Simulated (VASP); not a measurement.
## WS2: single point with r2SCAN+rVV10

Crystal: WS2.

```
W S
1.0
     3.16995    0.00000    0.00000
    -1.58497    2.74525    0.00000
     0.00000    0.00000   12.49107
W S
2 4
Direct
  0.33333 0.66667 0.25000
  0.66667 0.33333 0.75000
  0.66667 0.33333 0.37511
  0.66667 0.33333 0.12489
  0.33333 0.66667 0.87511
  0.33333 0.66667 0.62489
```

```yaml
Program: VASP 6.6.1
Task: single point
Functional: r2SCAN
Dispersion: rVV10
Potentials_or_basis: VASP PAW PBE potentials, release 64 (W_sv, S)
Cutoff: 520 eV
k_mesh: 12 × 12 × 2
Occupations: fermi-dirac, width 0.02 eV
Spin: no spin polarisation
Dipole_correction: no
Further_INCAR_settings: ALGO = Normal; EDIFF = 1e-07; NBANDS = 35
```

The pressure is 0.4 GPa and the largest force is 0.042 eV/Å. The band gap on the k mesh is 1.15 eV (least direct gap 1.90 eV).

Forces on the atoms (eV/Å):
```
W    0.000  0.000  0.000
W    0.000  0.000  0.000
S    0.000  0.000  0.042
S    0.000  0.000 -0.042
S    0.000  0.000  0.042
S    0.000  0.000 -0.042
```

Stress tensor (GPa, compression positive):
```
0.47 0.00 0.00
0.00 0.47 0.00
0.00 0.00 0.32
```

Levels at points of the mesh, in eV from the valence-band top:
| k point | band 23 | band 24 | band 25 | band 26 | band 27 | band 28 | band 29 | band 30 |
| --- | --- | --- | --- | --- | --- | --- | --- | --- |
| (0.00, 0.00, 0.00) | -2.38 | -1.72 | -1.16 | 0.00 | 2.44 | 2.44 | 2.45 | 2.45 |
| (0.50, 0.00, 0.00) | -2.15 | -1.98 | -1.77 | -1.60 | 2.39 | 2.43 | 2.72 | 2.96 |
| (0.00, 0.00, 0.50) | -2.40 | -2.40 | -0.33 | -0.33 | 2.43 | 2.43 | 2.43 | 2.43 |
| (0.50, 0.00, 0.50) | -2.06 | -2.06 | -1.67 | -1.67 | 2.40 | 2.40 | 2.86 | 2.86 |

Run time: 5.7 min on 1 thread of Intel(R) Xeon(R) 6975P-C (Granite Rapids) (shared host), peak memory 0.5 GiB.

Caveat: the PAW data sets were made with another functional, which shifts forces and pressure a little; spin-orbit coupling is left out, which moves the levels of the heavy elements. A k mesh can miss the band edges.
